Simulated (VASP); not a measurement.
Input of a VASP 6.6.1 run:

INCAR

```
PREC = Accurate
ENCUT = 520
EDIFF = 1E-7
ISMEAR = 0
SIGMA = 0.02
LREAL = False
LASPH = True
NELM = 100
ALGO = Normal
ISIF = 2
LWAVE = False
LCHARG = False
GGA = PE
NBANDS = 39
```

Contents of KPOINTS:

```
regular mesh
0
Gamma
  12 12 4
```

The input POSCAR:

```
Sn3Se2S
1.0
    4.2375479897      0.0000000000      0.0000000000
   -2.1187739949      3.6698242089      0.0000000000
    0.0000000000      0.0000000000     10.3723161000
Sn Se S
3 2 1
Direct
    0.0000000000      0.0000000000      0.0000000000
    0.3333333333      0.6666666667      0.6577310000
    0.6666666667      0.3333333333      0.3422690000
    0.6666666667      0.3333333333      0.8289100000
    0.3333333333      0.6666666667      0.1710900000
    0.0000000000      0.0000000000      0.5000000000
```

Potentials or basis: VASP PAW PBE potentials, release 64 (Sn_d, Se, S).

The run is started by

```console
$ cat potpaw_PBE.64/Sn_d/POTCAR potpaw_PBE.64/Se/POTCAR potpaw_PBE.64/S/POTCAR > POTCAR
$ mpirun -np 1 vasp_std > vasp.out
```

What does it give for the band gap on the k mesh?

0.41 eV (least direct gap 0.49 eV).

Predict the largest force.

0.008 eV/Å.

Predict the pressure.

0.0 GPa.

Forces in eV/Å, atoms in the order of the input:
```
Sn   0.000  0.000  0.000
Sn   0.000  0.000 -0.008
Sn   0.000  0.000  0.008
Se   0.000  0.000 -0.001
Se   0.000  0.000  0.001
S    0.000  0.000  0.000
```

Caveat: semilocal functionals underestimate gaps, and a narrow one can read as zero; spin-orbit coupling is left out, which moves the levels of the heavy elements. A k mesh can miss the band edges.
